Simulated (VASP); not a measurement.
**Pb: single point with PBE**

Pb:

```xyz
2
Lattice="3.4330 0.0000 0.0000 -1.7165 2.9730 0.0000 0.0000 0.0000 5.5145" Properties=species:S:1:pos:R:3 pbc="T T T"
Pb    1.7165    0.9910    4.1358
Pb    0.0000    1.9820    1.3786
```

This isn't the form of Pb at room conditions, which is fcc.

```yaml
Program: VASP 6.6.1
Task: single point
Functional: PBE
Potentials_or_basis: VASP PAW PBE potentials, release 64 (Pb_d)
Cutoff: 520 eV
k_mesh: 9 × 9 × 5
Occupations: fermi-dirac, width 0.05 eV
Spin: no spin polarisation
Dipole_correction: no
Further_INCAR_settings: ALGO = Fast; EDIFF = 1e-06; NBANDS = 21
```

- Pressure: 6.6 GPa
- Band gap on the k mesh: zero (bands 14 and 15 overlap by 8.12 eV)

Stress tensor (GPa, compression positive):
```
5.05 0.00 0.00
0.00 5.05 0.00
0.00 0.00 9.74
```

Levels at points of the mesh, in eV from the Fermi level:
| k point | band 11 | band 12 | band 13 | band 14 | band 15 | band 16 | band 17 | band 18 |
| --- | --- | --- | --- | --- | --- | --- | --- | --- |
| (0.00, 0.00, 0.00) | -12.26 | -8.02 | -4.50 | 5.82 | 5.82 | 7.82 | 7.82 | 8.54 |

Run time: 87 s on 1 thread of AMD EPYC 7R13, with other jobs on the host, peak memory 0.16 GiB.

Caveat: the cell stands under pressure; spin-orbit coupling is left out, which moves the levels of the heavy elements.
